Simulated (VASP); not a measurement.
Set up this calculation in VASP 6.6.1, as the native input.

```
Task                   : single point
Functional             : PBE
Dispersion             : D3(BJ)
Potentials or basis    : VASP PAW PBE potentials, release 64 (Si)
Cutoff                 : 520 eV
k mesh                 : 12 × 12 × 12
Occupations            : gaussian, width 0.02 eV
Spin                   : no spin polarisation
Dipole correction      : no
Further INCAR settings : ALGO = Normal; EDIFF = 1e-06; NBANDS = 11
```

The structure of Si lies in POSCAR:

```
Si
1.0
    0.0000000000      2.7105837318      2.7105837318
    2.7105837318      0.0000000000      2.7105837318
    2.7105837318      2.7105837318      0.0000000000
Si
2
Direct
    0.5000000000      0.5000000000      0.5000000000
    0.7500000000      0.7500000000      0.7500000000
```

The input as run:

INCAR

```
PREC = Accurate ; ENCUT = 520
EDIFF = 1E-6 ; ISMEAR = 0
SIGMA = 0.02 ; LREAL = False
LASPH = True ; NELM = 100
ALGO = Normal ; ISIF = 2
LWAVE = False ; LCHARG = False
GGA = PE ; IVDW = 12
NBANDS = 11
```

KPOINTS

```
Automatic mesh
0
Gamma
  12 12 12
```

Potentials or basis: VASP PAW PBE potentials, release 64 (Si).

Command:

```console
$ cat potpaw_PBE.64/Si/POTCAR > POTCAR
$ mpirun -np 1 vasp_std > vasp.out
```

Results of the run:

```yaml
Pressure: -0.1 GPa
Band_gap_on_the_k_mesh: 0.56 eV, indirect (least direct gap 2.57 eV)
Dispersion_energy_per_atom: -0.316 eV
```

Wall time 18 s on 1 thread of Intel(R) Xeon(R) 6975P-C (Granite Rapids), on a shared host, peak memory 0.17 GiB.
